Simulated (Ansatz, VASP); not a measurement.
ScTl: VASP beside Ansatz

Contents of INCAR:

```
SYSTEM = ScTl
ALGO = Fast
EDIFF = 1E-7
ENCUT = 520
GGA = PE
ISIF = 2
ISMEAR = 0
LASPH = .True.
LCHARG = .False.
LREAL = .False.
LWAVE = .False.
NBANDS = 32
NELM = 60
PREC = Accurate
SIGMA = 0.1
```

File KPOINTS:

```
k-points
0
Gamma
  4 4 4
  0 0 0
```

The input POSCAR:

```
ScTl
1.0
    0.0000000000      3.6834372300      3.6834372300
    3.6834372300      0.0000000000      3.6834372300
    3.6834372300      3.6834372300      0.0000000000
Sc Tl
2 2
Direct
    0.5000000000      0.5000000000      0.5000000000
    0.7500000000      0.7500000000      0.7500000000
    0.0000000000      0.0000000000      0.0000000000
    0.2500000000      0.2500000000      0.2500000000
```

Input for Ansatz:

```yaml
crystal:
  lattice:
    - [0.0, 3.68343723, 3.68343723]
    - [3.68343723, 0.0, 3.68343723]
    - [3.68343723, 3.68343723, 0.0]
  atoms:
    - { symbol: Sc, position: [0.5, 0.5, 0.5] }
    - { symbol: Sc, position: [0.75, 0.75, 0.75] }
    - { symbol: Tl, position: [0.0, 0.0, 0.0] }
    - { symbol: Tl, position: [0.25, 0.25, 0.25] }
basis:
  ecutwfc: 420
kpoints:
  mp_grid: { grid: [4, 4, 4] }
hamiltonian:
  xc: pbe
scf:
  occupations: { method: gaussian, width: 0.1 }
  lower_state_search: "off"
output:
  forces: true
  stress: true
  eigenvalues: true
```

Change from the starting cell: species swapped into the LiGa type (Fd-3m, No. 227).

Alike in both runs: task single point; functional PBE; k mesh 4 × 4 × 4; occupations gaussian, width 0.1 eV; no spin polarisation.

|  | VASP | Ansatz |
| --- | --- | --- |
| version | VASP 6.6.1 | Ansatz 0.2.0 |
| potentials or method | VASP PAW PBE potentials, release 64 (Sc_sv, Tl_d), cutoff 520 eV | scalar-relativistic, plane waves, PAW |
| valence electrons in the cell | 48 | 48 |

|  | VASP | Ansatz | Ansatz less VASP |
| --- | --- | --- | --- |
| gap on the k mesh at the Fermi level (eV) | none | none | - |
| pressure (GPa) | 1.5 | 1.5 | -0.01 |

A gap of «none» marks a metal or a gap that the smearing closes.

The k mesh is coarse, so the values compare programs but aren't converged. Spin-orbit coupling is off throughout.
